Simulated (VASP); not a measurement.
# Sr in VASP: further runs

Sr is run at these levels: PBE; tasks: single point.

Program: VASP 6.6.1. These are calculated values, not measurements. Logs are shortened: lines on timing, memory, paths and dates and some standing lists are left out, and cuts for length are marked.

**1. The cell of the first run**

The typed cell holds 1 atom: a = 4.271 Å, b = 4.271 Å, c = 4.240 Å, α = 119.73°, β = 119.73°, γ = 59.54°.

**2. Single point, PBE**

The input, INCAR:

```
SYSTEM = Sr
PREC = Accurate
ENCUT = 520
EDIFF = 1E-6
ISMEAR = 0
SIGMA = 0.1
LREAL = .False.
LASPH = .True.
NELM = 100
ALGO = Normal
ISIF = 2
LWAVE = .False.
LCHARG = .True.
GGA = PE
LELF = .True.
LVHAR = .True.
NBANDS = 11
```

The input, KPOINTS:

```
Automatic mesh
0
Gamma
  16 16 16
  0 0 0
```

The input, POSCAR:

```
Sr
1.0
    3.7072488992     -2.1207795509     -0.0060525724
    3.7072488992      2.1207795509     -0.0060525724
   -2.4168126409      0.0000000000      3.4832688939
Sr
1
Direct
    0.5000000000      0.5000000000      0.5000000000
```

Potentials or basis: VASP PAW PBE potentials, release 64 (Sr_sv).

The run is started by

```console
cat potpaw_PBE.64/Sr_sv/POTCAR > POTCAR
mpirun -np 1 vasp_std > vasp.out
```

OUTCAR:

```text
SYSTEM = Sr
   PREC = Accurate
   ENCUT = 520
   EDIFF = 1E-6
   ISMEAR = 0
   LREAL = .False.
   LASPH = .True.
   NELM = 100
   ISIF = 2
   GGA = PE

 ion  position               nearest neighbor table
   1  0.500  0.500  0.500-

  LATTYP: Found a base centered monoclinic cell.
 ALAT       =     7.4145076800
 B/A-ratio  =     0.5720621361
 C/A-ratio  =     0.5717969144
 COS(beta)  =    -0.5713983698

  Lattice vectors:

 A1 = (   3.7072488992,  -2.1207795509,  -0.0060525724)
 A2 = (   3.7072488992,   2.1207795509,  -0.0060525724)
 A3 = (  -2.4168126409,   0.0000000000,   3.4832688939)

Analysis of symmetry for initial positions (statically):
=====================================================================
 Subroutine PRICEL returns:
 Original cell was already a primitive cell.

 Routine SETGRP: Setting up the symmetry group for a
 base centered monoclinic supercell.

 Subroutine GETGRP returns: Found  4 space group operations
 (whereof  4 operations were pure point group operations)
 out of a pool of  4 trial point group operations.

The static configuration has the point symmetry C_2h.

Analysis of symmetry for dynamics (positions and initial velocities):
=====================================================================
 Subroutine PRICEL returns:
 Original cell was already a primitive cell.

 Routine SETGRP: Setting up the symmetry group for a
 base centered monoclinic supercell.

 Subroutine GETGRP returns: Found  4 space group operations
 (whereof  4 operations were pure point group operations)
 out of a pool of  4 trial point group operations.

The dynamic configuration has the point symmetry C_2h.

 Subroutine INISYM returns: Found  4 space group operations
 (whereof  4 operations are pure point group operations),
 and found     1 'primitive' translations

----------------------------------------------------------------------------------------

                                     Primitive cell

  volume of cell :      54.7107

  direct lattice vectors                    reciprocal lattice vectors
     3.707248899 -2.120779551 -0.006052572     0.135023853 -0.235762364  0.093684227
     3.707248899  2.120779551 -0.006052572     0.135023853  0.235762364  0.093684227
    -2.416812641  0.000000000  3.483268894     0.000469238  0.000000000  0.287412224

  length of vectors
     4.270999524  4.270999524  4.239592613     0.287388357  0.287388357  0.287412607

[... 84 lines left out ...]
   ISIF   =      2    stress and relaxation
   ISYM   =      2    0-nonsym 1-usesym 2-fastsym
   POTIM  = 0.5000    time-step for ionic-motion
   TEBEG  =    0.0;   TEEND  =   0.0 temperature during run
   PSTRESS=    0.0 pullay stress
   NELECT =      10.0000    total number of electrons
   NUPDOWN=      -1.0000    fix difference up-down
   EMIN   =  10.00;   EMAX   =-10.00  energy-range for DOS
   EFERMI =   0.00;   METHOD = LEGACY
   ISMEAR =     0;   SIGMA  =   0.10  broadening in eV -4-tet -1-fermi 0-gaus
   EFERMI_NEDOS =   21; number of points for ismear=-14 and -15
   IALGO  =     38    algorithm
   IMIX   =      4    mixing-type and parameters
     AMIX     =   0.40;   BMIX     =  1.00
     AMIX_MAG =   1.60;   BMIX_MAG =  1.00
  volume/ion in A,a.u.               =      54.71       369.21
  Fermi-wavevector in a.u.,A,eV,Ry     =   0.929075  1.755697 11.744284  0.863181
  Thomas-Fermi vector in A             =   2.055319
   LORBIT       =      0    0 simple, 1 ext, 2 COOP (PROOUT), +10 PAW based schemes
   GGA     = PE    functional components
   LHFCALC =     F    Hartree Fock is set to
   AEXX    =    0.0000 exact exchange contribution
   IVDW    =     0    specifies the selected vdW correction
   LEPSILON=     F    determine dielectric tensor
   LRPA    =     F    only Hartree local field effects (RPA)
 non-spin polarized calculation
 Gauss-broadening in eV      SIGMA  =   0.10
  energy-cutoff  :      520.00
  volume of cell :       54.71
 maximum number of plane-waves:      1490
   NGX = 15   NGY = 15   NGZ = 15

 number of electron      10.0000000 magnetization

 Free energy of the ion-electron system (eV)
  ---------------------------------------------------
  ext. energy  EPLUGINS =         0.00000000
  ---------------------------------------------------
  free energy    TOTEN  =        -1.64071540 eV

  energy without entropy =       -1.63328855  energy(sigma->0) =       -1.63700198

 E-fermi :   1.6094     XC(G=0):  -7.3656

 val. band max:        1.6080362012   @ k =  -0.4375   0.2500   0.1250
 cond. band min:       1.6095778799   @ k =   0.3750   0.2500   0.3125
 fundamental gap:      0.0015416787
 Fermi energy:         1.6094137079

 k-point     1 :       0.0000    0.0000    0.0000
  band No.  band energies     occupation
      1     -35.0076      2.00000
      2     -16.8955      2.00000
      3     -16.8940      2.00000
      4     -16.8940      2.00000
      5      -2.0516      2.00000
      6       3.9006      0.00000
      7       3.9750      0.00000
      8       3.9788      0.00000
      9       5.3611      0.00000
     10       5.4857      0.00000
     11       8.7237      0.00000
[... 309 lines left out ...]
 k-point    24 :      -0.0625    0.0625    0.0000
  band No.  band energies     occupation
      1     -35.0061      2.00000
      2     -16.9134      2.00000
      3     -16.9010      2.00000
      4     -16.8953      2.00000
      5      -1.8820      2.00000
      6       3.7151      0.00000
      7       3.9669      0.00000
      8       4.0668      0.00000
      9       5.2860      0.00000
     10       5.3594      0.00000
     11       9.1581      0.00000

 [... further k-points ...]

------------------------ aborting loop because EDIFF is reached ----------------------------------------

  FORCE on cell =-STRESS in cart. coord.  units (eV):
  Direction    XX          YY          ZZ          XY          YZ          ZX
  --------------------------------------------------------------------------------------
  -------------------------------------------------------------------------------------
  Total       -0.0004265      0.0115834      0.0052597      0.0000000      0.0000000     -0.0120970
  in kB       -0.0124896      0.3392138      0.1540276      0.0000000      0.0000000     -0.3542547
  external PRESSURE =       0.1602506 kB  Pullay stress =       0.0000000 kB

 VOLUME and BASIS-vectors are now :
 -----------------------------------------------------------------------------
  energy-cutoff  :      520.00
  volume of cell :       54.71
      direct lattice vectors                 reciprocal lattice vectors
     3.707248899 -2.120779551 -0.006052572     0.135023853 -0.235762364  0.093684227
     3.707248899  2.120779551 -0.006052572     0.135023853  0.235762364  0.093684227
    -2.416812641  0.000000000  3.483268894     0.000469238  0.000000000  0.287412224

 POSITION                                       TOTAL-FORCE (eV/Angst)
 -----------------------------------------------------------------------------------
      2.49884      0.00000      1.73558        -0.000000     -0.000000      0.000000
 -----------------------------------------------------------------------------------
    total drift:                                0.000000     -0.000000     -0.000000

  FREE ENERGIE OF THE ION-ELECTRON SYSTEM (eV)
  ---------------------------------------------------
  free  energy   TOTEN  =        -1.6407154027 eV

  energy  without entropy=       -1.6332885509  energy(sigma->0) =       -1.63700198
```

OSZICAR:

```text
N       E                     dE             d eps       ncg     rms          rms(c)
DAV:   1     0.410896902813E+02    0.41090E+02   -0.49254E+03 24164   0.756E+02
DAV:   2     0.978033447156E+00   -0.40112E+02   -0.39514E+02 29123   0.160E+02
DAV:   3    -0.152095478296E+01   -0.24990E+01   -0.24820E+01 39921   0.311E+01
DAV:   4    -0.163802510326E+01   -0.11707E+00   -0.11682E+00 31801   0.412E+00
DAV:   5    -0.163935338086E+01   -0.13283E-02   -0.13282E-02 33313   0.446E-01    0.112E+01
DAV:   6    -0.164015964981E+01   -0.80627E-03   -0.64469E-03 28447   0.914E-01    0.633E+00
DAV:   7    -0.164070488475E+01   -0.54523E-03   -0.11371E-02 25877   0.120E+00    0.281E-01
DAV:   8    -0.164068661832E+01    0.18266E-04   -0.13016E-03 37236   0.213E-01    0.643E-02
DAV:   9    -0.164070527845E+01   -0.18660E-04   -0.17492E-05 29282   0.330E-02    0.277E-02
DAV:  10    -0.164071590677E+01   -0.10628E-04   -0.45883E-06 28158   0.186E-02    0.436E-03
DAV:  11    -0.164071540274E+01    0.50403E-06   -0.26576E-07 16212   0.446E-03
   1 F= -.16407154E+01 E0= -.16370020E+01  d E =-.742685E-02
```

Run time: 5.2 min. Hardware: 1 thread of Intel Xeon Platinum 8259CL at 2.50GHz (Skylake/Cascade Lake), shared host; peak memory 0.71 GiB.

What came out:

```
Free energy            : -1.6407 eV
Pressure               : 0.0 GPa
Band gap on the k mesh : zero (band 5 reaches 1.67 eV, above the bottom of band 6 at 1.60 eV)
```

**3. Single point, PBE**

This run uses another cell than the first one, of 54.47 Å³/atom, 0.996 times its volume.

The input, INCAR:

```
PREC = Accurate
ENCUT = 520
EDIFF = 1E-6
ISMEAR = 0
SIGMA = 0.01
LREAL = False
LASPH = True
NELM = 100
ALGO = Normal
ISIF = 2
LWAVE = False
LCHARG = True
GGA = PE
LELF = True
LVHAR = True
NBANDS = 11
```

The input, KPOINTS:

```
regular mesh
0
Gamma
  12 12 12
```

The input, POSCAR:

```
Sr
1.0
   -2.1395375946      2.1395375946      2.9748512578
    2.1395375946     -2.1395375946      2.9748512578
    2.1395375946      2.1395375946     -2.9748512578
Sr
1
Direct
    0.5000000000      0.5000000000      0.0000000000
```

Potentials or basis: VASP PAW PBE potentials, release 64 (Sr_sv).

The run is started by

```console
cat potpaw_PBE.64/Sr_sv/POTCAR > POTCAR
mpirun -np 1 vasp_std > vasp.out
```

Wall time 49 s (1 thread of AMD EPYC 7R13 (Zen 3), shared host); peak memory 0.21 GiB.

Results (log left out):

- Free energy: -1.6364 eV
- Pressure: 0.0 GPa
- Band gap on the k mesh: zero (band 5 reaches 1.69 eV, above the bottom of band 6 at 1.63 eV)

Levels at points of the mesh, in eV from the Fermi level:
```
           k point  band 1  band 2  band 3  band 4  band 5  band 6  band 7  band 8  band 9  band 10
(0.00, 0.00, 0.00)  -36.60  -18.49  -18.49  -18.49   -3.67    2.32    2.32    2.41    3.76     3.90
(0.50, 0.00, 0.00)  -36.59  -18.69  -18.52  -18.51   -1.13    0.07    2.13    2.25    4.85     4.91
(0.50, 0.50, 0.00)  -36.58  -18.68  -18.56  -18.56   -0.67    0.35    1.02    4.89    5.14     5.24
(0.50, 0.50, 0.50)  -36.58  -18.68  -18.57  -18.57   -0.63    0.31    1.17    4.88    5.19     5.19
```
